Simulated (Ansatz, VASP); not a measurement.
Two plane-wave programs on GaP

```
Ga P
1.0
     1.94302    1.12180    6.43081
    -1.94302    1.12180    6.43081
     0.00000   -2.24360    6.43081
Ga P
2 2
Direct
  0.43537 0.43537 0.43537
  0.56463 0.56463 0.56463
  0.05739 0.05739 0.05739
  0.94261 0.94261 0.94261
```

Alike in both runs: task single point; functional r2SCAN; k mesh 12 × 12 × 12; occupations gaussian, width 0.02 eV; no spin polarisation.

```csv
,VASP,Ansatz
version,VASP 6.6.1,Ansatz 0.2.0
potentials or method,"VASP PAW PBE potentials, release 64 (Ga_d, P), cutoff 520 eV","scalar-relativistic, plane waves, PAW"
valence electrons in the cell,36,36
```

|  | VASP | Ansatz | Ansatz less VASP |
| --- | --- | --- | --- |
| gap on the k mesh at the Fermi level (eV) | 1.08 | 1.07 | -0.007 |
| least direct gap on the mesh (eV) | 1.48 | 1.48 | 0.000 |
| pressure (GPa) | -2.5 | -2.3 | +0.11 |
| traceless stress, the component that is largest in VASP (GPa) | -0.03 | 0.14 | +0.167 |
| rms of the force components (eV/Å) | 0.026 | 0.035 | +0.0094 |

VASP's potentials were made for PBE, not for r2SCAN. Atom by atom the forces differ by 0.027 eV/Å (rms over components). The functional is the same, so the differences come from potentials, cutoffs and numerics.
